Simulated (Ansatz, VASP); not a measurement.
## InP: VASP beside Ansatz

```
In P
1.0
     1.93501    1.11718    3.21262
    -1.93501    1.11718    3.21262
     0.00000   -2.23435    3.21262
In P
1 1
Direct
  0.00000 0.00000 0.00000
  0.50000 0.50000 0.50000
```

Alike in both runs: functional r2SCAN; k mesh 6 × 6 × 6; occupations gaussian, width 0.1 eV; no spin polarisation.

Ansatz relaxed the structure, and its values are those at the end. VASP's run is a single point on that final structure, the one shown.

|  | VASP | Ansatz |
| --- | --- | --- |
| version | VASP 6.6.1 | Ansatz 0.2.0 |
| potentials or method | VASP PAW PBE potentials, release 64 (In_d, P), cutoff 520 eV | scalar-relativistic, plane waves, PAW |
| valence electrons in the cell | 18 | 18 |

|  | VASP | Ansatz | Ansatz less VASP |
| --- | --- | --- | --- |
| gap on the k mesh at the Fermi level (eV) | none | none | - |
| pressure (GPa) | 0.1 | 0.1 | -0.02 |

VASP's potentials were made for PBE, not for r2SCAN. A gap of «none» marks a metal or a gap that the smearing closes.
